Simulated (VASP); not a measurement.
Here is a VASP 6.6.1 calculation.

POSCAR

```
CdTe4P2
1.0
    0.0000000000      6.1140340000      0.0000000000
    6.1140340000      0.0000000000      0.0000000000
    3.0570170000      3.0570170000     -5.9253850000
Cd P Te
1 2 4
Direct
    0.0000000000      0.0000000000      0.0000000000
    0.7500000000      0.2500000000      0.5000000000
    0.5000000000      0.5000000000      0.0000000000
    0.3950000000      0.4050000000      0.7300000000
    0.5950000000      0.1250000000      0.2700000000
    0.8750000000      0.8650000000      0.7300000000
    0.1350000000      0.6050000000      0.2700000000
```

Contents of INCAR.step1:

```
ALGO     = Normal         # electronic algorithm
EDIFF    = 1E-4           # SCF threshold, eV
ENCUT    = 520            # plane-wave cutoff, eV
GGA      = PE             # functional
ISMEAR   = -5             # smearing method
LASPH    = True           # aspherical terms in the spheres
LCHARG   = False          # write CHGCAR
LREAL    = False          # projectors in reciprocal space
LWAVE    = True           # write WAVECAR
NBANDS   = 32             # bands
NELM     = 100            # most SCF steps
PREC     = Accurate       # precision mode
SIGMA    = 0.1            # smearing width, eV
```

File INCAR.step2:

```
ALGO     = Normal         # electronic algorithm
EDIFF    = 1E-6           # SCF threshold, eV
ENCUT    = 520            # plane-wave cutoff, eV
ISIF     = 2              # what is computed and relaxed
ISMEAR   = -5             # smearing method
ISTART   = 1            
LASPH    = True           # aspherical terms in the spheres
LCHARG   = True           # write CHGCAR
LELF     = True           # ELF
LMIXTAU  = True         
LREAL    = False          # projectors in reciprocal space
LVHAR    = True         
LWAVE    = False          # write WAVECAR
METAGGA  = R2SCAN         # meta-GGA
NBANDS   = 32             # bands
NELM     = 100            # most SCF steps
PREC     = Accurate       # precision mode
SIGMA    = 0.1            # smearing width, eV
```

Contents of KPOINTS:

```
k-points
0
Gamma
  5 5 5
```

Potentials or basis: VASP PAW PBE potentials, release 64 (Cd, P, Te).

Run with:

```sh
$ cat potpaw_PBE.64/Cd/POTCAR potpaw_PBE.64/P/POTCAR potpaw_PBE.64/Te/POTCAR > POTCAR
$ cp INCAR.step1 INCAR
$ mpirun -np 1 vasp_std > vasp.out
$ cp INCAR.step2 INCAR
$ mpirun -np 1 vasp_std > vasp.out
```

**Question.** What does it give for the band gap on the k mesh?

**Answer.** 0.28 eV (least direct gap 0.33 eV).

**Question.** Estimate the largest force.

**Answer.** 0.755 eV/Å.

**Question.** Estimate the pressure.

**Answer.** 4.4 GPa.

Stress tensor (GPa, compression positive):
```
3.89 0.00 0.00
0.00 3.89 0.00
0.00 0.00 5.56
```

Caveat: the cell stands under pressure; the PAW data sets were made with another functional, which shifts forces and pressure a little; spin-orbit coupling is left out, which moves the levels of the heavy elements; an odd mesh through Γ misses points on the zone boundary, where band edges can lie.
